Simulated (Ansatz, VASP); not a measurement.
**Two plane-wave programs on SiC**

The input INCAR:

```
SYSTEM = SiC
PREC     = Accurate       ! precision mode
ENCUT    = 520            ! plane-wave cutoff, eV
EDIFF    = 1E-6           ! SCF threshold, eV
ISMEAR   = 0              ! smearing method
SIGMA    = 0.05           ! smearing width, eV
LREAL    = .False.        ! projectors in reciprocal space
LASPH    = .True.         ! aspherical terms in the spheres
NELM     = 80             ! most SCF steps
ALGO     = Normal         ! electronic algorithm
ISIF     = 2              ! what is computed and relaxed
LWAVE    = .False.        ! write WAVECAR
LCHARG   = .False.        ! write CHGCAR
NBANDS   = 11             ! bands
```

The input KPOINTS:

```
regular mesh
0
Gamma
  8 8 8
  0 0 0
```

The input POSCAR:

```
SiC
1.0
    0.0000000000      2.1477430014      2.1477430014
    2.1477430014      0.0000000000      2.1477430014
    2.1477430014      2.1477430014      0.0000000000
Si C
1 1
Direct
    0.0000000000      0.0000000000      0.0000000000
    0.2500000000      0.2500000000      0.2500000000
```

Input for Ansatz:

```yaml
crystal:
  lattice:
    - [0.0, 2.1477430014, 2.1477430014]
    - [2.1477430014, 0.0, 2.1477430014]
    - [2.1477430014, 2.1477430014, 0.0]
  atoms:
    - { symbol: Si, position: [0.0, 0.0, 0.0] }
    - { symbol: C, position: [0.25, 0.25, 0.25] }
basis:
  ecutwfc: 420
kpoints:
  mp_grid: { grid: [8, 8, 8] }
hamiltonian:
  xc: lda
scf:
  occupations: { method: gaussian, width: 0.05 }
output:
  forces: true
  stress: true
  eigenvalues: true
```

Alike in both runs: task single point; functional LDA; k mesh 8 × 8 × 8; occupations gaussian, width 0.05 eV; no spin polarisation.

|  | VASP | Ansatz |
| --- | --- | --- |
| version | VASP 6.6.1 | Ansatz 0.2.0 |
| potentials or method | VASP PAW LDA potentials, release 64 (Si, C), cutoff 520 eV | scalar-relativistic, plane waves, PAW |
| valence electrons in the cell | 8 | 8 |

```csv
,VASP,Ansatz,Ansatz less VASP
gap on the k mesh at the Fermi level (eV),1.27,1.28,+0.013
least direct gap on the mesh (eV),4.54,4.56,+0.014
pressure (GPa),6.0,5.6,-0.43
```

LDA's correlation is that of Perdew and Zunger in VASP and of Perdew and Wang (1992) in Ansatz.
